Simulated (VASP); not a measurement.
# OsO2F2 in VASP: single point with PBE

Aim: the single point of OsO2F2 with PBE.

Everything below comes from runs of VASP 6.6.1. Logs are shortened: lines on timing, memory, paths and dates and some standing lists are left out, and cuts for length are marked.

### Step 1. The cell of the first run

The cell holds a molecule in a box, 5 atoms: a = 10.940 Å, b = 10.940 Å, c = 11.430 Å, α = 90.00°, β = 90.00°, γ = 90.00°.

### Step 2. Single point, PBE, non-collinear spin, typed start, spin-orbit coupling

Contents of INCAR:

```
PREC     = Accurate       # precision mode
ENCUT    = 520            # plane-wave cutoff, eV
EDIFF    = 1E-6           # SCF threshold, eV
ISMEAR   = 0              # smearing method
SIGMA    = 0.01           # smearing width, eV
LREAL    = F              # projectors in reciprocal space
LASPH    = T              # aspherical terms in the spheres
NELM     = 150            # most SCF steps
ALGO     = Normal         # electronic algorithm
ISIF     = 2              # what is computed and relaxed
LWAVE    = F              # write WAVECAR
LCHARG   = F              # write CHGCAR
MAGMOM   = 0 0 2 0 0 0 0 0 0 0 0 0 0 0 0 # initial moments
LORBIT   = 11             # projections on sites
LSORBIT  = T              # spin-orbit coupling
GGA_COMPAT= F            
LORBMOM  = T            
LMAXMIX  = 4              # l up to which the mixer works
GGA      = PE             # functional
NBANDS   = 49             # bands
```

Contents of KPOINTS:

```
Automatic mesh
0
Gamma
  1 1 1
```

Contents of POSCAR:

```
OsO2F2
1.0
   10.9400000000      0.0000000000      0.0000000000
    0.0000000000     10.9400000000      0.0000000000
    0.0000000000      0.0000000000     11.4300000000
Os O F
1 2 2
Direct
    0.5001636200      0.5001636200      0.5150253700
    0.5889936000      0.5889936000      0.6064085700
    0.4113345500      0.4113345500      0.6064085700
    0.5830667300      0.4172605100      0.3937007900
    0.4172605100      0.5830667300      0.3937007900
```

Potentials or basis: VASP PAW PBE potentials, release 64 (Os, O, F).

Started as:

```
$ cat potpaw_PBE.64/Os/POTCAR potpaw_PBE.64/O/POTCAR potpaw_PBE.64/F/POTCAR > POTCAR
$ mpirun -np 1 vasp_ncl > vasp.out
```

OUTCAR:

```text
PREC = Accurate
   ENCUT = 520
   EDIFF = 1E-6
   ISMEAR = 0
   LREAL = F
   LASPH = T
   NELM = 150
   ISIF = 2
   LORBIT = 11
   LSORBIT = T
   GGA = PE

 ion  position               nearest neighbor table
   1  0.500  0.500  0.515-   3 1.73   2 1.73   4 1.89   5 1.89
   2  0.589  0.589  0.606-   1 1.73
   3  0.411  0.411  0.606-   1 1.73
   4  0.583  0.417  0.394-   1 1.89
   5  0.417  0.583  0.394-   1 1.89

  LATTYP: Found a simple tetragonal cell.
 ALAT       =    10.9400000000
 C/A-ratio  =     1.0447897623

  Lattice vectors:

 A1 = (  10.9400000000,   0.0000000000,   0.0000000000)
 A2 = (   0.0000000000,  10.9400000000,   0.0000000000)
 A3 = (   0.0000000000,   0.0000000000,  11.4300000000)

Analysis of symmetry for initial positions (statically):
=====================================================================
 Subroutine PRICEL returns:
 Original cell was already a primitive cell.

 Routine SETGRP: Setting up the symmetry group for a
 simple tetragonal supercell.

 Subroutine GETGRP returns: Found  4 space group operations
 (whereof  2 operations were pure point group operations)
 out of a pool of 16 trial point group operations.

The static configuration has the point symmetry C_1h.
 The point group associated with its full space group is C_2v.

Analysis of symmetry for dynamics (positions and initial velocities):
=====================================================================
 Subroutine PRICEL returns:
 Original cell was already a primitive cell.

 Routine SETGRP: Setting up the symmetry group for a
 simple tetragonal supercell.

 Subroutine GETGRP returns: Found  4 space group operations
 (whereof  2 operations were pure point group operations)
 out of a pool of 16 trial point group operations.

The dynamic configuration has the point symmetry C_1h.
 The point group associated with its full space group is C_2v.

Analysis of structural, dynamic, and magnetic symmetry:
=====================================================================
 Subroutine PRICEL returns:
 Original cell was already a primitive cell.

 Routine SETGRP: Setting up the symmetry group for a
 simple tetragonal supercell.

 Subroutine GETGRP returns: Found  2 space group operations
 (whereof  1 operations were pure point group operations)
 out of a pool of 16 trial point group operations.

The overall configuration has the point symmetry C_1 .
 The point group associated with its full space group is C_2 .

 Subroutine INISYM returns: Found  2 space group operations
 (whereof  1 operations are pure point group operations),
 and found     1 'primitive' translations

----------------------------------------------------------------------------------------

                                     Primitive cell

  volume of cell :    1367.9835

  direct lattice vectors                    reciprocal lattice vectors
    10.940000000  0.000000000  0.000000000     0.091407678  0.000000000  0.000000000
     0.000000000 10.940000000  0.000000000     0.000000000  0.091407678  0.000000000
     0.000000000  0.000000000 11.430000000     0.000000000  0.000000000  0.087489064

  length of vectors
    10.940000000 10.940000000 11.430000000     0.091407678  0.091407678  0.087489064

  position of ions in fractional coordinates (direct lattice)
     0.500163620  0.500163620  0.515025370
     0.588993600  0.588993600  0.606408570
     0.411334550  0.411334550  0.606408570
     0.583066730  0.417260510  0.393700790
     0.417260510  0.583066730  0.393700790

  ion indices of the primitive-cell ions
   primitive index   ion index
                 1           1
                 2           2
                 3           3
[... 97 lines left out ...]
  ---------------------------------------------------
  free energy    TOTEN  =       -30.09697834 eV

  energy without entropy =      -30.09697833  energy(sigma->0) =      -30.09697834

 E-fermi :  -5.7544     XC(G=0):  -0.9680

 val. band max:       -5.7902747321   @ k =   0.0000   0.0000   0.0000
 cond. band min:      -5.7185802887   @ k =   0.0000   0.0000   0.0000
 fundamental gap:      0.0716944434
 Fermi energy:        -5.7544273371

 k-point     1 :       0.0000    0.0000    0.0000
  band No.  band energies     occupation
      1     -29.8349      1.00000
      2     -29.6957      1.00000
      3     -29.6214      1.00000
      4     -29.4819      1.00000
      5     -24.9061      1.00000
      6     -24.7646      1.00000
[... 38 lines left out ...]
     45       0.4950      0.00000
     46       0.5344      0.00000
 [bands above 46 left out]

------------------------ aborting loop because EDIFF is reached ----------------------------------------

  FORCE on cell =-STRESS in cart. coord.  units (eV):
  Direction    XX          YY          ZZ          XY          YZ          ZX
  --------------------------------------------------------------------------------------
  -------------------------------------------------------------------------------------
  Total        0.1756546      0.1755875      0.0239297      0.0893338      0.0000000      0.0000000
  in kB        0.2057260      0.2056475      0.0280264      0.1046275      0.0000000      0.0000000
  external PRESSURE =       0.1464666 kB  Pullay stress =       0.0000000 kB

 VOLUME and BASIS-vectors are now :
 -----------------------------------------------------------------------------
  energy-cutoff  :      520.00
  volume of cell :     1367.98
      direct lattice vectors                 reciprocal lattice vectors
    10.940000000  0.000000000  0.000000000     0.091407678  0.000000000  0.000000000
     0.000000000 10.940000000  0.000000000     0.000000000  0.091407678  0.000000000
     0.000000000  0.000000000 11.430000000     0.000000000  0.000000000  0.087489064

 POSITION                                       TOTAL-FORCE (eV/Angst)
 -----------------------------------------------------------------------------------
      5.47179      5.47179      5.88674         0.000000      0.000000     -0.163142
      6.44359      6.44359      6.93125         0.107143      0.107095      0.082146
      4.50000      4.50000      6.93125        -0.107143     -0.107095      0.082146
      6.37875      4.56483      4.50000         0.066525     -0.066541     -0.000575
      4.56483      6.37875      4.50000        -0.066525      0.066541     -0.000575
 -----------------------------------------------------------------------------------
    total drift:                               -0.012567     -0.012567      0.000444

  FREE ENERGIE OF THE ION-ELECTRON SYSTEM (eV)
  ---------------------------------------------------
  free  energy   TOTEN  =       -30.0969783430 eV

  energy  without entropy=      -30.0969783282  energy(sigma->0) =      -30.09697834

 orbital moment (x)

 # of ion     p       d       tot
 ----------------------------------------
  1         0.000   0.000   0.000
  2         0.032   0.000   0.032
  3        -0.032   0.000  -0.032
  4        -0.004   0.000  -0.004
  5         0.004   0.000   0.004
 ----------------------------------------
            0.000   0.000   0.000

 orbital moment (y)

 # of ion     p       d       tot
 ----------------------------------------
  1         0.000   0.000   0.000
  2         0.032   0.000   0.032
  3        -0.032   0.000  -0.032
  4         0.004   0.000   0.004
  5        -0.004   0.000  -0.004
 ----------------------------------------
            0.000   0.000   0.000

 orbital moment (z)

 # of ion     p       d       tot
 ----------------------------------------
  1         0.000   0.070   0.070
  2        -0.006   0.000  -0.006
  3        -0.006   0.000  -0.006
  4        -0.006   0.000  -0.006
  5        -0.006   0.000  -0.006
 ----------------------------------------
           -0.022   0.070   0.047

 Spin-Orbit-Coupling matrix elements

 Ion:    1  E_soc:     -0.6203559
 l=   1
     0.0000000    -0.0389704    -0.0340187
    -0.0389704     0.0000000    -0.0389705
    -0.0340187    -0.0389705     0.0000000
 l=   2
     0.0000000    -0.0118928     0.0000000    -0.0118930    -0.0586231
    -0.0118928     0.0000000    -0.0367681    -0.0083156    -0.0169794
     0.0000000    -0.0367681     0.0000000    -0.0367677     0.0000000
    -0.0118930    -0.0083156    -0.0367677     0.0000000    -0.0169789
    -0.0586231    -0.0169794     0.0000000    -0.0169789     0.0000000
 l=   3
     0.0000000     0.0000000     0.0000000     0.0000000     0.0000000     0.0000000     0.0000000
     0.0000000     0.0000000     0.0000000     0.0000000     0.0000000     0.0000000     0.0000000
     0.0000000     0.0000000     0.0000000     0.0000000     0.0000000     0.0000000     0.0000000
     0.0000000     0.0000000     0.0000000     0.0000000     0.0000000     0.0000000     0.0000000
[... 69 lines left out ...]
 l=   2
     0.0000000     0.0000000     0.0000000     0.0000000     0.0000000
     0.0000000     0.0000000     0.0000000     0.0000000     0.0000000
     0.0000000     0.0000000     0.0000000     0.0000000     0.0000000
     0.0000000     0.0000000     0.0000000     0.0000000     0.0000000
     0.0000000     0.0000000     0.0000000     0.0000000     0.0000000
 l=   3
     0.0000000     0.0000000     0.0000000     0.0000000     0.0000000     0.0000000     0.0000000
     0.0000000     0.0000000     0.0000000     0.0000000     0.0000000     0.0000000     0.0000000
     0.0000000     0.0000000     0.0000000     0.0000000     0.0000000     0.0000000     0.0000000
     0.0000000     0.0000000     0.0000000     0.0000000     0.0000000     0.0000000     0.0000000
     0.0000000     0.0000000     0.0000000     0.0000000     0.0000000     0.0000000     0.0000000
     0.0000000     0.0000000     0.0000000     0.0000000     0.0000000     0.0000000     0.0000000
     0.0000000     0.0000000     0.0000000     0.0000000     0.0000000     0.0000000     0.0000000

 total charge

# of ion       s       p       d       tot
------------------------------------------
    1        0.699   0.903   5.970   7.571
    2        1.603   3.300   0.000   4.903
    3        1.603   3.300   0.000   4.903
    4        1.748   4.281   0.000   6.029
    5        1.748   4.281   0.000   6.029
--------------------------------------------------
tot          7.401  16.063   5.970  29.434

 magnetization (x)

# of ion       s       p       d       tot
------------------------------------------
    1        0.000   0.000   0.000   0.000
    2        0.000   0.012   0.000   0.012
    3       -0.000  -0.012   0.000  -0.012
    4       -0.000  -0.012   0.000  -0.012
    5        0.000   0.012   0.000   0.012
--------------------------------------------------
tot          0.000   0.000   0.000   0.000

 magnetization (y)

# of ion       s       p       d       tot
------------------------------------------
    1        0.000   0.000   0.000   0.000
    2        0.000   0.012   0.000   0.012
    3       -0.000  -0.012   0.000  -0.012
    4        0.000   0.012   0.000   0.012
    5       -0.000  -0.012   0.000  -0.012
--------------------------------------------------
tot          0.000   0.000   0.000   0.000

 magnetization (z)

# of ion       s       p       d       tot
------------------------------------------
    1       -0.067  -0.023  -1.059  -1.149
    2       -0.003  -0.211   0.000  -0.213
    3       -0.003  -0.211   0.000  -0.213
    4       -0.001  -0.090   0.000  -0.092
    5       -0.001  -0.090   0.000  -0.092
--------------------------------------------------
tot         -0.075  -0.625  -1.059  -1.759
```

Wall time 20 min (1 thread of Intel Xeon Platinum 8259CL at 2.50GHz (Skylake/Cascade Lake), shared host); peak memory 3.7 GiB.

Results:

| Property | Result |
| --- | --- |
| Free energy | -30.0970 eV |
| Largest force | 0.172 eV/Å |
| Net moment | 1.96 μB per cell |
| Valence electrons inside the program's atomic spheres | Os 7.57; O 4.90; F 6.03 |

Forces on the atoms (eV/Å):
```
Os   0.000  0.000 -0.163
O    0.107  0.107  0.082
O   -0.107 -0.107  0.082
F    0.067 -0.067 -0.001
F   -0.067  0.067 -0.001
```

Moments on the atoms (μB; x, y, z):
```
Os   0.00  0.00 -1.15
O    0.01  0.01 -0.21
O   -0.01 -0.01 -0.21
F   -0.01  0.01 -0.09
F    0.01 -0.01 -0.09
```
